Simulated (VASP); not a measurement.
Input of a VASP 6.6.1 run:

INCAR

```
SYSTEM = Mg
PREC     = Accurate       ! precision mode
ENCUT    = 600            ! plane-wave cutoff, eV
EDIFF    = 1E-6           ! SCF threshold, eV
ISMEAR   = 0              ! smearing method
SIGMA    = 0.1            ! smearing width, eV
LREAL    = .False.        ! projectors in reciprocal space
LASPH    = .True.         ! aspherical terms in the spheres
NELM     = 100            ! most SCF steps
ALGO     = Normal         ! electronic algorithm
ISIF     = 3              ! what is computed and relaxed
LWAVE    = .False.        ! write WAVECAR
LCHARG   = .False.        ! write CHGCAR
GGA      = PE             ! functional
IBRION   = 2              ! ionic algorithm
NSW      = 90             ! ionic steps
EDIFFG   = -0.04          ! ionic threshold
```

The input KPOINTS:

```
regular mesh
0
Gamma
  6 6 4
  0 0 0
```

File POSCAR:

```
Mg
1.0
    1.8696293300     -3.9898287800      0.0000000000
    1.8696293300      3.9898287800      0.0000000000
    0.0000000000      0.0000000000      6.0100107800
Mg
2
Direct
    0.7500000000      0.2500000000      0.3518535100
    0.2500000000      0.7500000000      0.6481464900
```

Potentials or basis: VASP PAW PBE potentials, release 64 (Mg).

Run with:

```bash
$ cat potpaw_PBE.64/Mg/POTCAR > POTCAR
$ mpirun -np 1 vasp_std > vasp.out
```

Question: Predict the band gap on the k mesh.

Answer: Zero (band 2 reaches 3.91 eV, above the bottom of band 3 at 1.35 eV).

Question: What does it give for the relaxed cell?

Answer: a = 3.060 Å, b = 3.060 Å, c = 5.206 Å, α = 90.00°, β = 90.00°, γ = 110.36°.

Question: Estimate the relaxed volume.

Answer: 22.85 Å³/atom.

Question: Estimate the space group after relaxing (to 0.05 Å).

Answer: Fmmm (No. 69).

Forces in eV/Å, atoms in the order of the input:
```
Mg   0.000  0.000  0.004
Mg   0.000  0.000 -0.004
```

Caveat: the volume moved by over 15 % at a fixed basis, so the end points are rough.
